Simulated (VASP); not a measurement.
# Mg2Si (Fm-3m) in VASP: further runs

Runs on Mg2Si. Level: PBEsol. Tasks: elastic constants.

Program: VASP 6.6.1. These are calculated values, not measurements. Logs are shortened: lines on timing, memory, paths and dates and some standing lists are left out, and cuts for length are marked.

### Step 1. The cell of the first run

It takes space group Fm-3m (No. 225, cubic). Conventional cell: a = 6.290 Å, b = 6.290 Å, c = 6.290 Å, α = 90.00°, β = 90.00°, γ = 90.00°. Within 3.6 Å of Mg (site symmetry -43m) lie 4 Si at 2.72 Å and 6 Mg at 3.14 Å. Within 3.6 Å of Si (site symmetry m-3m) lie 8 Mg at 2.72 Å.

### Step 2. Elastic constants, PBEsol

INCAR

```
SYSTEM = Mg2Si
PREC = Accurate
ENCUT = 600
EDIFF = 1E-8
ISMEAR = -1
SIGMA = 0.1
LREAL = .False.
LASPH = .True.
NELM = 120
ALGO = Normal
ISIF = 3
LWAVE = .False.
LCHARG = .False.
GGA = PS
IBRION = 6
NFREE = 2
POTIM = 0.015
NSW = 1
GGA_COMPAT = .False.
```

KPOINTS

```
regular mesh
0
Gamma
  12 12 12
  0 0 0
```

POSCAR

```
Mg2Si
1.0
    0.0000000000      3.1447642981      3.1447642981
    3.1447642981      0.0000000000      3.1447642981
    3.1447642981      3.1447642981      0.0000000000
Mg Si
2 1
Direct
    0.2500000000      0.2500000000      0.2500000000
    0.7500000000      0.7500000000      0.7500000000
    0.0000000000      0.0000000000      0.0000000000
```

Potentials or basis: VASP PAW PBE potentials, release 64 (Mg, Si).

Run with:

```bash
$ cat potpaw_PBE.64/Mg/POTCAR potpaw_PBE.64/Si/POTCAR > POTCAR
$ mpirun -np 1 vasp_std > vasp.out
```

OUTCAR:

```text
SYSTEM = Mg2Si
   PREC = Accurate
   ENCUT = 600
   EDIFF = 1E-8
   ISMEAR = -1
   LREAL = .False.
   LASPH = .True.
   NELM = 120
   ISIF = 3
   GGA = PS
   IBRION = 6
   NFREE = 2
   POTIM = 0.015
   NSW = 1

 ion  position               nearest neighbor table
   1  0.250  0.250  0.250-   3 2.72   3 2.72   3 2.72   3 2.72   2 3.14   2 3.14   2 3.14   2 3.14
                             2 3.14   2 3.14
   2  0.750  0.750  0.750-   3 2.72   3 2.72   3 2.72   3 2.72   1 3.14   1 3.14   1 3.14   1 3.14
                             1 3.14   1 3.14
   3  0.000  0.000  0.000-   2 2.72   2 2.72   2 2.72   1 2.72   2 2.72   1 2.72   1 2.72   1 2.72

  LATTYP: Found a face centered cubic cell.
 ALAT       =     6.2895285962

  Lattice vectors:

 A1 = (   0.0000000000,   3.1447642981,   3.1447642981)
 A2 = (   3.1447642981,   0.0000000000,   3.1447642981)
 A3 = (   3.1447642981,   3.1447642981,   0.0000000000)

Analysis of symmetry for initial positions (statically):
=====================================================================
 Subroutine PRICEL returns:
 Original cell was already a primitive cell.

 Routine SETGRP: Setting up the symmetry group for a
 face centered cubic supercell.

 Subroutine GETGRP returns: Found 48 space group operations
 (whereof 48 operations were pure point group operations)
 out of a pool of 48 trial point group operations.

The static configuration has the point symmetry O_h .

Analysis of symmetry for dynamics (positions and initial velocities):
=====================================================================
 Subroutine PRICEL returns:
 Original cell was already a primitive cell.

 Routine SETGRP: Setting up the symmetry group for a
 face centered cubic supercell.

 Subroutine GETGRP returns: Found 48 space group operations
 (whereof 48 operations were pure point group operations)
 out of a pool of 48 trial point group operations.

The dynamic configuration has the point symmetry O_h .

 Subroutine INISYM returns: Found 48 space group operations
 (whereof 48 operations are pure point group operations),
 and found     1 'primitive' translations

----------------------------------------------------------------------------------------

                                     Primitive cell

  volume of cell :      62.2006

  direct lattice vectors                    reciprocal lattice vectors
     0.000000000  3.144764298  3.144764298    -0.158994428  0.158994428  0.158994428
     3.144764298  0.000000000  3.144764298     0.158994428 -0.158994428  0.158994428
     3.144764298  3.144764298  0.000000000     0.158994428  0.158994428 -0.158994428

  length of vectors
     4.447368321  4.447368321  4.447368321     0.275386427  0.275386427  0.275386427

  position of ions in fractional coordinates (direct lattice)
     0.250000000  0.250000000  0.250000000
     0.750000000  0.750000000  0.750000000
     0.000000000  0.000000000  0.000000000

  ion indices of the primitive-cell ions
   primitive index   ion index
                 1           1
                 2           2
                 3           3

----------------------------------------------------------------------------------------

 KPOINTS: regular mesh

Automatic generation of k-mesh.
 Grid dimensions read from file:
 generate k-points for:   12   12   12
[... 115 lines left out ...]

  FORCE on cell =-STRESS in cart. coord.  units (eV):
  Direction    XX          YY          ZZ          XY          YZ          ZX
  --------------------------------------------------------------------------------------
  -------------------------------------------------------------------------------------
  Total        0.3757793      0.3757793      0.3757793      0.0000000      0.0000000     -0.0000000
  in kB        9.6794162      9.6794162      9.6794162      0.0000000      0.0000000     -0.0000000
  external PRESSURE =       9.6794162 kB  Pullay stress =       0.0000000 kB
[... 92 lines left out ...]
  FREE ENERGIE OF THE ION-ELECTRON SYSTEM (eV)
  ---------------------------------------------------
  free  energy   TOTEN  =        -9.6607923857 eV

  energy  without entropy=       -9.6546488584  energy(sigma->0) =       -9.65772062

[... ionic steps 4 to 14 ...]

--------------------------------------- Ionic step       15  -------------------------------------------

 number of electron       8.0000000 magnetization

------------------------ aborting loop because EDIFF is reached ----------------------------------------
[... 69 lines left out ...]
--------------------------------------- Ionic step       17  -------------------------------------------

 number of electron       8.0000000 magnetization

 Free energy of the ion-electron system (eV)
  ---------------------------------------------------
  ext. energy  EPLUGINS =         0.00000000
  ---------------------------------------------------
  free energy    TOTEN  =        -9.67128554 eV

  energy without entropy =       -9.66533091  energy(sigma->0) =       -9.66830823

 E-fermi :   3.8442     XC(G=0):  -8.9753

 val. band max:        3.8216546306   @ k =   0.0000   0.5000   0.5000
 cond. band min:       4.0046795558   @ k =   0.4167   0.4167   0.0000
 fundamental gap:      0.1830249251
 Fermi energy:         3.8442247554

 k-point     1 :       0.0000    0.0000    0.0000
  band No.  band energies     occupation
      1      -5.5197      2.00000
      2       3.7262      1.53013
      3       3.7262      1.53013
      4       3.7266      1.52854
      5       5.7143      0.00000
      6       6.3141      0.00000
      7       6.3143      0.00000
      8       6.3143      0.00000
[... 243 lines left out ...]
 k-point    24 :      -0.4167    0.1667    0.0000
  band No.  band energies     occupation
      1      -3.8874      2.00000
      2      -0.8724      2.00000
      3       1.5868      2.00000
      4       2.7067      1.99998
      5       5.3246      0.00000
      6       6.8477      0.00000
      7       7.0881      0.00000
      8       9.3619      0.00000

 [... further k-points ...]

------------------------ aborting loop because EDIFF is reached ----------------------------------------

  FORCE on cell =-STRESS in cart. coord.  units (eV):
  Direction    XX          YY          ZZ          XY          YZ          ZX
  --------------------------------------------------------------------------------------
  -------------------------------------------------------------------------------------
  Total        0.3765335      0.3780047      0.3780047     -0.0000000     -0.0000000      0.0000000
  in kB        9.6988434      9.7367370      9.7367370     -0.0000000     -0.0000000      0.0000000
  external PRESSURE =       9.7241058 kB  Pullay stress =       0.0000000 kB
[... 18 lines left out ...]
  FREE ENERGIE OF THE ION-ELECTRON SYSTEM (eV)
  ---------------------------------------------------
  free  energy   TOTEN  =        -9.6712855441 eV

  energy  without entropy=       -9.6653309123  energy(sigma->0) =       -9.66830823

 INTERNAL STRAIN TENSORS FROM STRAINED CELLS
 ============================================

 INTERNAL STRAIN TENSOR FOR ION    1 for displacements in x,y,z  (eV/Angst):
          X           Y           Z          XY          YZ          ZX
  --------------------------------------------------------------------------------
  x    -0.00000     0.00000     0.00000     0.00000    -2.26773    -0.00000
  y    -0.00000    -0.00000     0.00000     0.00000     0.00000    -2.26812
  z    -0.00000     0.00000    -0.00000    -2.26788     0.00000    -0.00000

 INTERNAL STRAIN TENSORS FROM DISPLACED ATOMS
 ============================================

 INTERNAL STRAIN TENSOR FOR ION    1 for displacements in x,y,z  (eV/Angst):
          X           Y           Z          XY          YZ          ZX
  --------------------------------------------------------------------------------
  x     0.00000     0.00000     0.00000     0.00000    -2.26150     0.00000
  y    -0.00000     0.00000    -0.00000     0.00000     0.00000    -2.26150
  z     0.00000     0.00000     0.00000    -2.26150     0.00000     0.00000

 INTERNAL STRAIN TENSOR FOR ION    3 for displacements in x,y,z  (eV/Angst):
          X           Y           Z          XY          YZ          ZX
  --------------------------------------------------------------------------------
  x     0.00000     0.00000     0.00000     0.00000     0.00000     0.00000
  y     0.00000     0.00000     0.00000     0.00000     0.00000     0.00000
  z     0.00000     0.00000     0.00000     0.00000     0.00000     0.00000

 Eigenvectors and eigenvalues of the dynamical matrix
 ----------------------------------------------------

   1 f  =    8.712992 THz    54.745346 2PiTHz  290.634142 cm-1    36.034025 meV
             X         Y         Z           dx          dy          dz
      1.572382  1.572382  1.572382    -0.010789   -0.054100    0.424332
      4.717146  4.717146  4.717146    -0.010789   -0.054100    0.424332
      0.000000  0.000000  0.000000     0.020072    0.100654   -0.789471
[... 43 lines left out ...]
   9 f/i=    0.000096 THz     0.000606 2PiTHz    0.003215 cm-1     0.000399 meV
             X         Y         Z           dx          dy          dz
      1.572382  1.572382  1.572382     0.504770    0.238317   -0.072878
      4.717146  4.717146  4.717146     0.504770    0.238317   -0.072878
      0.000000  0.000000  0.000000     0.542617    0.256185   -0.078342

--------------------------------------------------------------------------------------------------------

 ELASTIC MODULI CONTR FROM IONIC RELAXATION (kBar)
 Direction    XX          YY          ZZ          XY          YZ          ZX
 --------------------------------------------------------------------------------
 XX          -0.0000      0.0000     -0.0000     -0.0000     -0.0000     -0.0000
 YY           0.0000     -0.0000     -0.0000     -0.0000      0.0000      0.0000
 ZZ          -0.0000     -0.0000     -0.0000     -0.0000      0.0000     -0.0000
 XY          -0.0000     -0.0000     -0.0000    -42.1085      0.0000     -0.0000
 YZ          -0.0000      0.0000      0.0000      0.0000    -42.1085     -0.0000
 ZX          -0.0000      0.0000     -0.0000     -0.0000     -0.0000    -42.1085
 --------------------------------------------------------------------------------

 TOTAL ELASTIC MODULI (kBar)
 Direction    XX          YY          ZZ          XY          YZ          ZX
 --------------------------------------------------------------------------------
 XX        1222.5552    280.0087    280.0087      0.0000     -0.0000      0.0000
 YY         280.0087   1222.5552    280.0087     -0.0000     -0.0000     -0.0000
 ZZ         280.0087    280.0087   1222.5552     -0.0000     -0.0000      0.0000
 XY           0.0000     -0.0000     -0.0000    458.0614      0.0000     -0.0000
 YZ          -0.0000     -0.0000     -0.0000      0.0000    458.0614     -0.0000
 ZX           0.0000     -0.0000      0.0000     -0.0000     -0.0000    458.0614
 --------------------------------------------------------------------------------
```

Wall time 19 min (1 thread of AMD EPYC 9R45 (Zen 5), shared host); peak memory 0.63 GiB.

Results:

| Quantity | Value |
| --- | --- |
| Elastic constants C11, C12, C44 | 122, 28, 46 GPa |
| Voigt bulk modulus | 59 GPa |
| Highest phonon frequency at Γ | 291 cm⁻¹ |

Phonon frequencies in cm⁻¹ (negative: imaginary):
| q point | frequencies |
| --- | --- |
| (0.000, 0.000, 0.000) | 0 0 0 265 265 265 291 291 291 |

Elastic tensor in Voigt notation (GPa, in the Cartesian axes of the cell as first typed):
```
122  28  28   0   0   0
 28 122  28   0   0   0
 28  28 122   0   0   0
  0   0   0  46   0   0
  0   0   0   0  46   0
  0   0   0   0   0  46
```

Clamped-ion elastic tensor (GPa):
```
122  28  28   0   0   0
 28 122  28   0   0   0
 28  28 122   0   0   0
  0   0   0  50   0   0
  0   0   0   0  50   0
  0   0   0   0   0  50
```

Caveat: the PAW data sets were made with another functional, which shifts forces and pressure a little.

### Step 3. Elastic constants, PBEsol

This run uses another cell than the first one, of 20.41 Å³/atom.

INCAR

```
PREC     = Accurate       # precision mode
ENCUT    = 600            # plane-wave cutoff, eV
EDIFF    = 1E-8           # SCF threshold, eV
ISMEAR   = -1             # smearing method
SIGMA    = 0.1            # smearing width, eV
LREAL    = F              # projectors in reciprocal space
LASPH    = T              # aspherical terms in the spheres
NELM     = 120            # most SCF steps
ALGO     = Normal         # electronic algorithm
ISIF     = 3              # what is computed and relaxed
LWAVE    = F              # write WAVECAR
LCHARG   = F              # write CHGCAR
GGA      = PS             # functional
NBANDS   = 11             # bands
IBRION   = 6              # ionic algorithm
NFREE    = 2            
POTIM    = 0.015          # step
NSW      = 1              # ionic steps
GGA_COMPAT= F
```

KPOINTS

```
regular mesh
0
Gamma
  12 12 12
```

POSCAR

```
Mg2Si
1.0
    0.0000000000      3.1282875291      3.1282875291
    3.1282875291      0.0000000000      3.1282875291
    3.1282875291      3.1282875291      0.0000000000
Mg Si
2 1
Direct
    0.2500000000      0.2500000000      0.2500000000
    0.7500000000      0.7500000000      0.7500000000
    0.0000000000      0.0000000000      0.0000000000
```

Potentials or basis: VASP PAW PBE potentials, release 64 (Mg, Si).

Run with:

```bash
$ cat potpaw_PBE.64/Mg/POTCAR potpaw_PBE.64/Si/POTCAR > POTCAR
$ mpirun -np 1 vasp_std > vasp.out
```

Run time: 46 min. Hardware: 1 thread of Oxide Virtual Turin-like, shared host; peak memory 0.7 GiB.

It converged, with:

```yaml
Elastic_constants_C11_C12_C44: 126, 30, 47 GPa
Voigt_bulk_modulus: 62 GPa
Highest_phonon_frequency_at_Γ: 299 cm⁻¹
```

Phonon frequencies in cm⁻¹ (negative: imaginary):
| q point | frequencies |
| --- | --- |
| (0.000, 0.000, 0.000) | 0 0 0 270 270 270 299 299 299 |

Elastic tensor in Voigt notation (GPa, in the Cartesian axes of the cell as first typed):
```
126  30  30   0   0   0
 30 126  30   0   0   0
 30  30 126   0   0   0
  0   0   0  47   0   0
  0   0   0   0  47   0
  0   0   0   0   0  47
```

Clamped-ion elastic tensor (GPa):
```
126  30  30   0   0   0
 30 126  30   0   0   0
 30  30 126   0   0   0
  0   0   0  53   0   0
  0   0   0   0  53   0
  0   0   0   0   0  53
```

Caveat: the cell is under stress, which shifts elastic constants; the PAW data sets were made with another functional, which shifts forces and pressure a little.
